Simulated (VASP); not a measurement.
Here is a VASP 6.6.1 calculation.

Contents of POSCAR:

```
Te2Mo
1.0
    6.4037401044      0.0000000000      0.0000000000
    0.0000000000      3.5034527586      0.0000000000
   -0.0863090623      0.0000000000     36.4154728842
Te Mo
4 2
Direct
    0.4292511000      0.7500000000      0.5407035800
    0.5707489000      0.2500000000      0.4592964200
    0.9208478700      0.2500000000      0.5565273200
    0.0791521300      0.7500000000      0.4434726800
    0.1813475600      0.2500000000      0.4974653700
    0.8186524400      0.7500000000      0.5025346300
```

File INCAR.step1:

```
SYSTEM = Te2Mo
PREC     = Accurate       ! precision mode
ENCUT    = 520            ! plane-wave cutoff, eV
ISMEAR   = -1             ! smearing method
SIGMA    = 0.05           ! smearing width, eV
LREAL    = .FALSE.        ! projectors in reciprocal space
LASPH    = .TRUE.         ! aspherical terms in the spheres
NELM     = 100            ! most SCF steps
NBANDS   = 35             ! bands
GGA      = PE             ! functional
ALGO     = Normal         ! electronic algorithm
EDIFF    = 1E-4           ! SCF threshold, eV
LWAVE    = .TRUE.         ! write WAVECAR
LCHARG   = .FALSE.        ! write CHGCAR
```

File INCAR.step2:

```
SYSTEM = Te2Mo
PREC     = Accurate       ! precision mode
ENCUT    = 520            ! plane-wave cutoff, eV
EDIFF    = 1E-7           ! SCF threshold, eV
ISMEAR   = -1             ! smearing method
SIGMA    = 0.05           ! smearing width, eV
LREAL    = .FALSE.        ! projectors in reciprocal space
LASPH    = .TRUE.         ! aspherical terms in the spheres
NELM     = 100            ! most SCF steps
ALGO     = Normal         ! electronic algorithm
ISIF     = 2              ! what is computed and relaxed
LWAVE    = .FALSE.        ! write WAVECAR
LCHARG   = .TRUE.         ! write CHGCAR
METAGGA  = R2SCAN         ! meta-GGA
LMIXTAU  = .TRUE.       
IVDW     = 12             ! dispersion correction
VDW_S6   = 1.0          
VDW_S8   = 0.78981345   
VDW_A1   = 0.49484001   
VDW_A2   = 5.73083694   
LELF     = .TRUE.         ! ELF
LVHAR    = .TRUE.       
NBANDS   = 35             ! bands
ISTART   = 1
```

The input KPOINTS:

```
regular mesh
0
G
  4 8 1
  0 0 0
```

Potentials or basis: VASP PAW PBE potentials, release 64 (Te, Mo_sv).

Command:

```bash
$ cat potpaw_PBE.64/Te/POTCAR potpaw_PBE.64/Mo_sv/POTCAR > POTCAR
$ cp INCAR.step1 INCAR
$ mpirun -np 1 vasp_std > vasp.out
$ cp INCAR.step2 INCAR
$ mpirun -np 1 vasp_std > vasp.out
```

Problem. What does it give for the largest force?

Solution. 0.325 eV/Å.

Problem. Estimate the dispersion energy per atom.

Solution. -0.155 eV.

Problem. What does it give for the band gap on the k mesh?

Solution. Zero (bands 26 and 27 overlap by 0.11 eV).

Forces in eV/Å, atoms in the order of the input:
```
Te  -0.012  0.000 -0.192
Te   0.012  0.000  0.192
Te  -0.010  0.000 -0.325
Te   0.010  0.000  0.325
Mo  -0.066  0.000 -0.009
Mo   0.066  0.000  0.009
```

Caveat: there is no dipole correction, which matters where the two faces differ; the PAW data sets were made with another functional, which shifts forces and pressure a little; spin-orbit coupling is left out, which moves the levels of the heavy elements.
